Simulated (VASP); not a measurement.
# RbCl (Fm-3m) in VASP: a series of runs

Aim: see how the results for RbCl move with the level of theory and the settings. Levels: LDA, PBE. Tasks: single point.

All numbers are computed with VASP 6.6.1; they aren't measurements. Logs are shortened: lines on timing, memory, paths and dates and some standing lists are left out, and cuts for length are marked.

**1. The cell of the first run**

The structure is cubic, space group Fm-3m (No. 225). Conventional cell: a = 6.634 Å, b = 6.634 Å, c = 6.634 Å, α = 90.00°, β = 90.00°, γ = 90.00°. Rb (site symmetry m-3m) has 6 Cl at 3.32 Å within 4.4 Å. Within 4.4 Å of Cl (site symmetry m-3m) lie 6 Rb at 3.32 Å.

**2. Single point, LDA**

Input file INCAR:

```
  PREC = Accurate
  ENCUT = 500
  EDIFF = 1E-6
  ISMEAR = -1
  SIGMA = 0.05
  LREAL = False
  LASPH = True
  NELM = 120
  ALGO = Normal
  ISIF = 2
  LWAVE = False
  LCHARG = False
  GGA = CA
  NBANDS = 15
  GGA_COMPAT = False
```

Input file KPOINTS:

```
Automatic mesh
0
Gamma
  7 7 7
```

Input file POSCAR:

```
RbCl
1.0
    0.0000000000      3.3170838881      3.3170838881
    3.3170838881      0.0000000000      3.3170838881
    3.3170838881      3.3170838881      0.0000000000
Rb Cl
1 1
Direct
    0.0000000000      0.0000000000      0.0000000000
    0.5000000000      0.5000000000      0.5000000000
```

Potentials or basis: VASP PAW LDA potentials, release 64 (Rb_sv, Cl).

The run is started by

```
cat potpaw_LDA.64/Rb_sv/POTCAR potpaw_LDA.64/Cl/POTCAR > POTCAR
mpirun -np 1 vasp_std > vasp.out
```

OUTCAR:

```text
PREC = Accurate
   ENCUT = 500
   EDIFF = 1E-6
   ISMEAR = -1
   LREAL = False
   LASPH = True
   NELM = 120
   ISIF = 2
   GGA = CA

 ion  position               nearest neighbor table
   1  0.000  0.000  0.000-   2 3.32   2 3.32   2 3.32   2 3.32   2 3.32   2 3.32
   2  0.500  0.500  0.500-   1 3.32   1 3.32   1 3.32   1 3.32   1 3.32   1 3.32

  LATTYP: Found a face centered cubic cell.
 ALAT       =     6.6341677762

  Lattice vectors:

 A1 = (   0.0000000000,   3.3170838881,   3.3170838881)
 A2 = (   3.3170838881,   0.0000000000,   3.3170838881)
 A3 = (   3.3170838881,   3.3170838881,   0.0000000000)

Analysis of symmetry for initial positions (statically):
=====================================================================
 Subroutine PRICEL returns:
 Original cell was already a primitive cell.

 Routine SETGRP: Setting up the symmetry group for a
 face centered cubic supercell.

 Subroutine GETGRP returns: Found 48 space group operations
 (whereof 48 operations were pure point group operations)
 out of a pool of 48 trial point group operations.

The static configuration has the point symmetry O_h .

Analysis of symmetry for dynamics (positions and initial velocities):
=====================================================================
 Subroutine PRICEL returns:
 Original cell was already a primitive cell.

 Routine SETGRP: Setting up the symmetry group for a
 face centered cubic supercell.

 Subroutine GETGRP returns: Found 48 space group operations
 (whereof 48 operations were pure point group operations)
 out of a pool of 48 trial point group operations.

The dynamic configuration has the point symmetry O_h .

 Subroutine INISYM returns: Found 48 space group operations
 (whereof 48 operations are pure point group operations),
 and found     1 'primitive' translations

----------------------------------------------------------------------------------------

                                     Primitive cell

  volume of cell :      72.9961

  direct lattice vectors                    reciprocal lattice vectors
     0.000000000  3.317083888  3.317083888    -0.150734807  0.150734807  0.150734807
     3.317083888  0.000000000  3.317083888     0.150734807 -0.150734807  0.150734807
     3.317083888  3.317083888  0.000000000     0.150734807  0.150734807 -0.150734807

  length of vectors
     4.691065022  4.691065022  4.691065022     0.261080344  0.261080344  0.261080344

  position of ions in fractional coordinates (direct lattice)
     0.000000000  0.000000000  0.000000000
     0.500000000  0.500000000  0.500000000

  ion indices of the primitive-cell ions
   primitive index   ion index
                 1           1
                 2           2

----------------------------------------------------------------------------------------

 KPOINTS: Automatic mesh

Automatic generation of k-mesh.
 Grid dimensions read from file:
 generate k-points for:    7    7    7

 Generating k-lattice:

  Cartesian coordinates                     Fractional coordinates (reciprocal lattice)
    -0.021533544  0.021533544  0.021533544     0.142857143  0.000000000  0.000000000
     0.021533544 -0.021533544  0.021533544     0.000000000  0.142857143  0.000000000
     0.021533544  0.021533544 -0.021533544     0.000000000  0.000000000  0.142857143

  Length of vectors
     0.037297192  0.037297192  0.037297192

  Shift w.r.t. Gamma in fractional coordinates (k-lattice)
     0.000000000  0.000000000  0.000000000

 Subroutine IBZKPT returns following result:
 ===========================================

 Found     20 irreducible k-points:

 Following reciprocal coordinates:
            Coordinates               Weight
  0.000000  0.000000  0.000000      1.000000
  0.142857  0.000000  0.000000      8.000000
  0.285714  0.000000  0.000000      8.000000
  0.428571  0.000000  0.000000      8.000000
  0.142857  0.142857  0.000000      6.000000
  0.285714  0.142857  0.000000     24.000000
[... 12 lines left out ...]
 -0.428571  0.428571  0.142857     24.000000
 -0.285714  0.428571  0.142857     24.000000
   k-points           NKPTS =     20   k-points in BZ     NKDIM =     20   number of bands    NBANDS=     15
   number of dos      NEDOS =    301   number of ions     NIONS =      2
   total plane-waves  NPLWV =  46656
   dimension x,y,z NGX =    36 NGY =   36 NGZ =   36
   dimension x,y,z NGXF=    72 NGYF=   72 NGZF=   72
   ions per type =               1   1
   NGX,Y,Z   is equivalent  to a cutoff of  12.76, 12.76, 12.76 a.u.
   NGXF,Y,Z  is equivalent  to a cutoff of  25.52, 25.52, 25.52 a.u.
 SYSTEM =  unknown system
   PREC   = accura    normal or accurate (medium, high low for compatibility)
   ISTART =      0    job   : 0-new  1-cont  2-samecut
   ICHARG =      2    charge: 1-file 2-atom 10-const
   ISPIN  =      1    spin polarized calculation?
   LNONCOLLINEAR =      F non collinear calculations
   LSORBIT =      F    spin-orbit coupling
   LASPH  =      T    aspherical Exc in radial PAW
   ENCUT  =  500.0 eV  36.75 Ry    6.06 a.u.   8.55  8.55  8.55*2*pi/ulx,y,z
   NELM   =    120;   NELMIN=  2; NELMDL= -5     # of ELM steps
   EDIFF  = 0.1E-05   stopping-criterion for ELM
   LREAL  =      F    real-space projection
   EDIFFG = 0.1E-04   stopping-criterion for IOM
   NSW    =      0    number of steps for IOM
   IBRION =     -1    ionic relax: 0-MD 1-quasi-New 2-CG
   NFREE  =      0    steps in history (QN), initial steepest desc. (CG)
   ISIF   =      2    stress and relaxation
   ISYM   =      2    0-nonsym 1-usesym 2-fastsym
   POTIM  = 0.5000    time-step for ionic-motion
   TEBEG  =    0.0;   TEEND  =   0.0 temperature during run
   PSTRESS=    0.0 pullay stress
   NELECT =      16.0000    total number of electrons
   NUPDOWN=      -1.0000    fix difference up-down
   EMIN   =  10.00;   EMAX   =-10.00  energy-range for DOS
   EFERMI =   0.00;   METHOD = LEGACY
   ISMEAR =    -1;   SIGMA  =   0.05  broadening in eV -4-tet -1-fermi 0-gaus
   EFERMI_NEDOS =   21; number of points for ismear=-14 and -15
   IALGO  =     38    algorithm
   IMIX   =      4    mixing-type and parameters
     AMIX     =   0.40;   BMIX     =  1.00
     AMIX_MAG =   1.60;   BMIX_MAG =  1.00
  volume/ion in A,a.u.               =      36.50       246.30
  Fermi-wavevector in a.u.,A,eV,Ry     =   0.987071  1.865294 13.256280  0.974309
  Thomas-Fermi vector in A             =   2.118498
   LORBIT       =      0    0 simple, 1 ext, 2 COOP (PROOUT), +10 PAW based schemes
   GGA     = CA    functional components
   LHFCALC =     F    Hartree Fock is set to
   AEXX    =    0.0000 exact exchange contribution
   IVDW    =     0    specifies the selected vdW correction
   LEPSILON=     F    determine dielectric tensor
   LRPA    =     F    only Hartree local field effects (RPA)
 non-spin polarized calculation
  energy-cutoff  :      500.00
  volume of cell :       73.00
 maximum number of plane-waves:      1868
 NGX is ok and might be reduce to    36
   NGX = 17   NGY = 17   NGZ = 17

 number of electron      16.0000001 magnetization

 Free energy of the ion-electron system (eV)
  ---------------------------------------------------
  ext. energy  EPLUGINS =         0.00000000
  ---------------------------------------------------
  free energy    TOTEN  =        -7.21578643 eV

  energy without entropy =       -7.21578643  energy(sigma->0) =       -7.21578643

 E-fermi :  -1.0338     XC(G=0):  -7.8059

 val. band max:       -2.2335743028   @ k =   0.0000   0.0000   0.0000
 cond. band min:       2.2523421663   @ k =   0.0000   0.0000   0.0000
 fundamental gap:      4.4859164691
 Fermi energy:        -1.0337652017

 k-point     1 :       0.0000    0.0000    0.0000
  band No.  band energies     occupation
      1     -26.0717      2.00000
      2     -14.1138      2.00000
      3     -10.1854      2.00000
      4     -10.1854      2.00000
      5     -10.1854      2.00000
      6      -2.2336      2.00000
      7      -2.2336      2.00000
      8      -2.2336      2.00000
      9       2.2523      0.00000
     10       5.4624      0.00000
     11       5.4624      0.00000
     12       5.4624      0.00000
     13       6.4874      0.00000
     14       6.4874      0.00000
     15       9.2808      0.00000

 k-point     2 :       0.1429    0.0000    0.0000
  band No.  band energies     occupation
      1     -26.0689      2.00000
      2     -14.1249      2.00000
      3     -10.1879      2.00000
      4     -10.1879      2.00000
      5     -10.1816      2.00000
      6      -2.4425      2.00000
      7      -2.3015      2.00000
      8      -2.3015      2.00000
      9       2.7244      0.00000
     10       5.2927      0.00000
     11       5.7142      0.00000
     12       5.7142      0.00000
     13       6.7811      0.00000
     14       6.7811      0.00000
     15      10.1038      0.00000

 k-point     3 :       0.2857    0.0000    0.0000
  band No.  band energies     occupation
      1     -26.0625      2.00000
      2     -14.1496      2.00000
      3     -10.1936      2.00000
      4     -10.1936      2.00000
      5     -10.1734      2.00000
      6      -2.8324      2.00000
      7      -2.4467      2.00000
      8      -2.4467      2.00000
      9       3.8204      0.00000
     10       5.1755      0.00000
     11       6.4285      0.00000
     12       6.4285      0.00000
     13       7.5583      0.00000
     14       7.5583      0.00000
     15      10.6902      0.00000
[... 271 lines left out ...]
 k-point    19 :      -0.4286    0.4286    0.1429
  band No.  band energies     occupation
      1     -26.0531      2.00000
      2     -14.0916      2.00000
      3     -10.3816      2.00000
      4     -10.3094      2.00000
      5     -10.2162      2.00000
      6      -2.6481      2.00000
      7      -2.5112      2.00000
      8      -2.4037      2.00000
      9       4.1952      0.00000
     10       5.4648      0.00000
     11       6.6059      0.00000
     12       7.5743      0.00000
     13       8.1020      0.00000
     14       8.8796      0.00000
     15       9.3799      0.00000

 k-point    20 :      -0.2857    0.4286    0.1429
  band No.  band energies     occupation
      1     -26.0526      2.00000
      2     -14.1011      2.00000
      3     -10.3744      2.00000
      4     -10.3210      2.00000
      5     -10.1843      2.00000
      6      -2.7110      2.00000
      7      -2.5090      2.00000
      8      -2.4864      2.00000
      9       4.7720      0.00000
     10       5.4274      0.00000
     11       6.6511      0.00000
     12       6.8768      0.00000
     13       8.7174      0.00000
     14       8.8422      0.00000
     15       9.8095      0.00000

------------------------ aborting loop because EDIFF is reached ----------------------------------------

  FORCE on cell =-STRESS in cart. coord.  units (eV):
  Direction    XX          YY          ZZ          XY          YZ          ZX
  --------------------------------------------------------------------------------------
  -------------------------------------------------------------------------------------
  Total       -0.8642749     -0.8642749     -0.8642749      0.0000000      0.0000000      0.0000000
  in kB      -18.9698166    -18.9698166    -18.9698166      0.0000000      0.0000000      0.0000000
  external PRESSURE =     -18.9698166 kB  Pullay stress =       0.0000000 kB

 VOLUME and BASIS-vectors are now :
 -----------------------------------------------------------------------------
  energy-cutoff  :      500.00
  volume of cell :       73.00
      direct lattice vectors                 reciprocal lattice vectors
     0.000000000  3.317083888  3.317083888    -0.150734807  0.150734807  0.150734807
     3.317083888  0.000000000  3.317083888     0.150734807 -0.150734807  0.150734807
     3.317083888  3.317083888  0.000000000     0.150734807  0.150734807 -0.150734807

 POSITION                                       TOTAL-FORCE (eV/Angst)
 -----------------------------------------------------------------------------------
      0.00000      0.00000      0.00000        -0.000000     -0.000000      0.000000
      3.31708      3.31708      3.31708         0.000000      0.000000     -0.000000
 -----------------------------------------------------------------------------------
    total drift:                                0.000000      0.000000      0.000000

  FREE ENERGIE OF THE ION-ELECTRON SYSTEM (eV)
  ---------------------------------------------------
  free  energy   TOTEN  =        -7.2157864291 eV

  energy  without entropy=       -7.2157864291  energy(sigma->0) =       -7.21578643
```

Wall time 39 s (1 thread of AMD EPYC 7R13, shared host); peak memory 0.15 GiB.

What came out:

| Quantity | Value |
| --- | --- |
| Free energy | -7.2158 eV |
| Pressure | -1.9 GPa |
| Band gap on the k mesh | 4.49 eV |

Levels at points of the mesh, in eV from the valence-band top:
```
           k point  band 6  band 7  band 8  band 9  band 10  band 11
(0.00, 0.00, 0.00)    0.00    0.00    0.00    4.49     7.70     7.70
```

Caveat: an odd mesh through Γ misses points on the zone boundary, where band edges can lie.

**3. Single point, PBE**

This run uses another cell than the first one, of 35.80 Å³/atom.

Input file INCAR:

```
SYSTEM = RbCl
  PREC = Accurate
  ENCUT = 500
  EDIFF = 1E-6
  ISMEAR = -1
  SIGMA = 0.05
  LREAL = .FALSE.
  LASPH = .TRUE.
  NELM = 120
  ALGO = Normal
  ISIF = 2
  LWAVE = .FALSE.
  LCHARG = .FALSE.
  GGA = PE
  NBANDS = 15
  GGA_COMPAT = .FALSE.
```

Input file KPOINTS:

```
regular mesh
0
G
  7 7 7
  0 0 0
```

Input file POSCAR:

```
RbCl
1.0
    0.0000000000      3.2956827511      3.2956827511
    3.2956827511      0.0000000000      3.2956827511
    3.2956827511      3.2956827511      0.0000000000
Rb Cl
1 1
Direct
    0.0000000000      0.0000000000      0.0000000000
    0.5000000000      0.5000000000      0.5000000000
```

Potentials or basis: VASP PAW PBE potentials, release 64 (Rb_sv, Cl).

The run is started by

```
cat potpaw_PBE.64/Rb_sv/POTCAR potpaw_PBE.64/Cl/POTCAR > POTCAR
mpirun -np 1 vasp_std > vasp.out
```

OUTCAR:

```text
SYSTEM = RbCl
   PREC = Accurate
   ENCUT = 500
   EDIFF = 1E-6
   ISMEAR = -1
   LREAL = .FALSE.
   LASPH = .TRUE.
   NELM = 120
   ISIF = 2
   GGA = PE

 ion  position               nearest neighbor table
   1  0.000  0.000  0.000-   2 3.30   2 3.30   2 3.30   2 3.30   2 3.30   2 3.30
   2  0.500  0.500  0.500-   1 3.30   1 3.30   1 3.30   1 3.30   1 3.30   1 3.30

  LATTYP: Found a face centered cubic cell.
 ALAT       =     6.5913655022

  Lattice vectors:

 A1 = (   0.0000000000,   3.2956827511,   3.2956827511)
 A2 = (   3.2956827511,   0.0000000000,   3.2956827511)
 A3 = (   3.2956827511,   3.2956827511,   0.0000000000)

Analysis of symmetry for initial positions (statically):
=====================================================================
 Subroutine PRICEL returns:
 Original cell was already a primitive cell.

 Routine SETGRP: Setting up the symmetry group for a
 face centered cubic supercell.

 Subroutine GETGRP returns: Found 48 space group operations
 (whereof 48 operations were pure point group operations)
 out of a pool of 48 trial point group operations.

[... 170 lines left out ...]
      5      -9.8774      2.00000
      6      -1.8952      2.00000
      7      -1.8952      2.00000
      8      -1.8952      2.00000
      9       3.0878      0.00000
     10       6.0957      0.00000
     11       6.0957      0.00000
     12       6.0957      0.00000
     13       7.0760      0.00000
     14       7.0760      0.00000
[... 329 lines left out ...]
      2     -13.8793      2.00000
      3     -10.0640      2.00000
      4     -10.0110      2.00000
      5      -9.8739      2.00000
      6      -2.3549      2.00000
      7      -2.1514      2.00000
      8      -2.1359      2.00000
      9       5.4832      0.00000
     10       6.1575      0.00000
     11       7.4149      0.00000
     12       7.5894      0.00000
     13       9.3418      0.00000
     14       9.4532      0.00000
     15      10.5189      0.00000

------------------------ aborting loop because EDIFF is reached ----------------------------------------

  FORCE on cell =-STRESS in cart. coord.  units (eV):
  Direction    XX          YY          ZZ          XY          YZ          ZX
  --------------------------------------------------------------------------------------
  -------------------------------------------------------------------------------------
  Total        0.3462230      0.3462230      0.3462230      0.0000000      0.0000000     -0.0000000
  in kB        7.7481901      7.7481901      7.7481901      0.0000000      0.0000000     -0.0000000
  external PRESSURE =       7.7481901 kB  Pullay stress =       0.0000000 kB

 VOLUME and BASIS-vectors are now :
 -----------------------------------------------------------------------------
  energy-cutoff  :      500.00
  volume of cell :       71.59
      direct lattice vectors                 reciprocal lattice vectors
     0.000000000  3.295682751  3.295682751    -0.151713632  0.151713632  0.151713632
     3.295682751  0.000000000  3.295682751     0.151713632 -0.151713632  0.151713632
     3.295682751  3.295682751  0.000000000     0.151713632  0.151713632 -0.151713632

 POSITION                                       TOTAL-FORCE (eV/Angst)
 -----------------------------------------------------------------------------------
      0.00000      0.00000      0.00000         0.000000      0.000000     -0.000000
      3.29568      3.29568      3.29568        -0.000000     -0.000000      0.000000
 -----------------------------------------------------------------------------------
    total drift:                                0.000000      0.000000      0.000000

  FREE ENERGIE OF THE ION-ELECTRON SYSTEM (eV)
  ---------------------------------------------------
  free  energy   TOTEN  =        -6.6668758460 eV

  energy  without entropy=       -6.6668758460  energy(sigma->0) =       -6.66687585
```

OSZICAR:

```text
N       E                     dE             d eps       ncg     rms          rms(c)
DAV:   1     0.799304982907E+02    0.79930E+02   -0.65834E+03   600   0.892E+02
DAV:   2    -0.152274977166E+01   -0.81453E+02   -0.74543E+02   845   0.163E+02
DAV:   3    -0.690060216792E+01   -0.53779E+01   -0.53558E+01   804   0.437E+01
DAV:   4    -0.702862499962E+01   -0.12802E+00   -0.12801E+00   903   0.682E+00
DAV:   5    -0.703063210004E+01   -0.20071E-02   -0.20071E-02   834   0.628E-01    0.316E+00
DAV:   6    -0.667336522404E+01    0.35727E+00   -0.49823E-01   754   0.345E+00    0.241E+00
DAV:   7    -0.665115296242E+01    0.22212E-01   -0.12043E-01   817   0.184E+00    0.144E+00
DAV:   8    -0.666514030440E+01   -0.13987E-01   -0.16373E-02   707   0.799E-01    0.169E-01
DAV:   9    -0.666624028587E+01   -0.11000E-02   -0.14595E-03   796   0.206E-01    0.102E-01
DAV:  10    -0.666685377149E+01   -0.61349E-03   -0.54394E-04   635   0.145E-01    0.162E-02
DAV:  11    -0.666686880329E+01   -0.15032E-04   -0.24733E-05   803   0.315E-02    0.103E-02
DAV:  12    -0.666687578930E+01   -0.69860E-05   -0.13081E-05   628   0.217E-02    0.333E-03
DAV:  13    -0.666687584602E+01   -0.56721E-07   -0.19654E-07   664   0.314E-03
   1 F= -.66668758E+01 E0= -.66668758E+01  d E =-.155493E-10
```

Wall time 58 s (1 thread of AMD EPYC 7R13, shared host); peak memory 0.17 GiB.

Results:

- Free energy: -6.6669 eV
- Pressure: 0.8 GPa
- Band gap on the k mesh: 4.98 eV

Caveat: an odd mesh through Γ misses points on the zone boundary, where band edges can lie.

(Continued in part 2 of 2.)
